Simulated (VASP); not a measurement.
Set up this calculation in VASP 6.6.1, as the native input.

| Item | Value |
| --- | --- |
| Task | single point |
| Functional | PBEsol |
| Potentials or basis | VASP PAW PBE potentials, release 64 (Mg_sv, O) |
| Cutoff | 840 eV |
| k mesh | 12 × 12 × 12 |
| Occupations | gaussian, width 0.05 eV |
| Spin | no spin polarisation |
| Dipole correction | no |
| Further INCAR settings | ALGO = Normal; EDIFF = 1e-06; NBANDS = 18 |

The structure of MgO2 lies in POSCAR:

```
MgO2
1.0
    1.8454751684      1.0654855853      3.4939788749
   -1.8454751684      1.0654855853      3.4939788749
    0.0000000000     -2.1309711705      3.4939788749
Mg O
1 2
Direct
    0.0000000000      0.0000000000      0.0000000000
    0.4287860000      0.4287860000      0.4287860000
    0.5712140000      0.5712140000      0.5712140000
```

This cell differs from its parent crystal: strain +0.1500 x Voigt [1, 1, 0, 0, 0, 0].

The input as run:

INCAR

```
SYSTEM = MgO2
PREC = Accurate
ENCUT = 840
EDIFF = 1E-6
ISMEAR = 0
SIGMA = 0.05
LREAL = .FALSE.
LASPH = .TRUE.
NELM = 120
ALGO = Normal
ISIF = 2
LWAVE = .FALSE.
LCHARG = .FALSE.
GGA = PS
NBANDS = 18
GGA_COMPAT = .FALSE.
```

KPOINTS

```
Automatic mesh
0
G
  12 12 12
  0 0 0
```

Potentials or basis: VASP PAW PBE potentials, release 64 (Mg_sv, O).

Launch:

```bash
$ cat potpaw_PBE.64/Mg_sv/POTCAR potpaw_PBE.64/O/POTCAR > POTCAR
$ mpirun -np 1 vasp_std > vasp.out
```

It gave:

* Pressure: -18.1 GPa
* Largest force: 0.829 eV/Å
* Band gap on the k mesh: 1.79 eV (least direct gap 2.04 eV)

Caveat: the cell differs from its parent crystal (strain +0.1500 x Voigt [1, 1, 0, 0, 0, 0]); the stress differs along the axes, from -24 to -6 GPa; the PAW data sets were made with another functional, which shifts forces and pressure a little.

It took 5.2 min on 1 thread of AMD EPYC 7R13 Processor (Zen 3) (shared host), peak memory 0.38 GiB.
